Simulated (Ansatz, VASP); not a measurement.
AgPt3 in VASP and in Ansatz

```
Ag Pt
1.0
     3.90000    0.00000    0.00000
     0.00000    3.90000    0.00000
     0.00000    0.00000    3.82200
Ag Pt
1 3
Direct
  0.00000 0.00000 0.00000
  0.00000 0.50000 0.50000
  0.50000 0.00000 0.50000
  0.50000 0.50000 0.00000
```

Change from the starting cell: zz strain of -2 %, crystal datasets.

Alike in both runs: task electric field gradients; functional LDA; k mesh 9 × 9 × 9; occupations fermi-dirac, width 0.08 eV; no spin polarisation.

|  | VASP | Ansatz |
| --- | --- | --- |
| version | VASP 6.6.1 | Ansatz 0.2.0 |
| potentials or method | VASP PAW LDA potentials, release 64 (Ag, Pt), cutoff 520 eV | all-electron PAW with datasets made for the crystal, scalar-relativistic |

|  | VASP | Ansatz | Ansatz less VASP |
| --- | --- | --- | --- |
| pressure (GPa) | 8.8 | 8.2 | -0.64 |
| traceless stress, the component that is largest in VASP (GPa) | 1.54 | 1.55 | +0.010 |
| size of Vzz on the site where it differs most (V/Å²) | 25.4 | 0.6 | -24.82 |

LDA's correlation is that of Perdew and Zunger in VASP and of Perdew and Wang (1992) in Ansatz. Ansatz ran all-electron here, and VASP with PAW potentials.

Neither program's run includes spin-orbit coupling.
